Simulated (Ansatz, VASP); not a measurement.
# Y in VASP and in Ansatz

File INCAR:

```
SYSTEM = Y
ALGO = Normal
EDIFF = 1E-6
ENCUT = 520
GGA = RE
ISIF = 2
ISMEAR = -1
LASPH = .TRUE.
LCHARG = .TRUE.
LELF = .TRUE.
LREAL = .FALSE.
LVHAR = .TRUE.
LWAVE = .FALSE.
NBANDS = 24
NELM = 80
PREC = Accurate
SIGMA = 0.1
```

The input KPOINTS:

```
k-points
0
G
  7 7 10
  0 0 0
```

Contents of POSCAR:

```
Y
1.0
    5.7818639089      0.0000000000      0.0000000000
   -2.8909319544      5.0072410264      0.0000000000
    0.0000000000      0.0000000000      3.6107909940
Y
3
Direct
    1.0000000000      0.0000000000      1.0000000000
    0.3333333333      0.6666666667      0.5000000000
    0.6666666667      0.3333333333      0.5000000000
```

Input for Ansatz:

```yaml
crystal:
  lattice:
    - [5.7818639089, 0.0, 0.0]
    - [-2.8909319544, 5.0072410264, 0.0]
    - [0.0, 0.0, 3.610790994]
  atoms:
    - { symbol: "Y", position: [1.0, 0.0, 1.0] }
    - { symbol: "Y", position: [0.3333333333, 0.6666666667, 0.5] }
    - { symbol: "Y", position: [0.6666666667, 0.3333333333, 0.5] }
hamiltonian:
  xc: revpbe
  pseudopotentials:
    kind: paw
    azcp:
      "Y": "pseudopotentials/Y.paw.azcp"
basis:
  ecutwfc: 420
  fft_grid_basis: typed
kpoints:
  mp_grid: { grid: [7, 7, 10], shift: [0, 0, 0] }
magnetization:
  spin_polarized: false
scf:
  occupations: { method: fermi_dirac, width: 0.1 }
  lower_state_search: "off"
output:
  stress: true
```

Alike in both runs: task single point; functional revPBE; k mesh 7 × 7 × 10; occupations fermi-dirac, width 0.1 eV; no spin polarisation.

|  | VASP | Ansatz |
| --- | --- | --- |
| version | VASP 6.6.1 | Ansatz 0.2.0 |
| potentials or method | VASP PAW PBE potentials, release 64 (Y_sv), cutoff 520 eV | plane waves (420 eV) with PAW, scalar-relativistic |
| valence electrons in the cell | 33 | 33 |

```tsv
	VASP	Ansatz	Ansatz less VASP
pressure (GPa)	-1.4	-1.4	+0.08
traceless stress, the component that is largest in VASP (GPa)	0.06	0.06	0.000
```

VASP's potentials were made for PBE, not for revPBE.
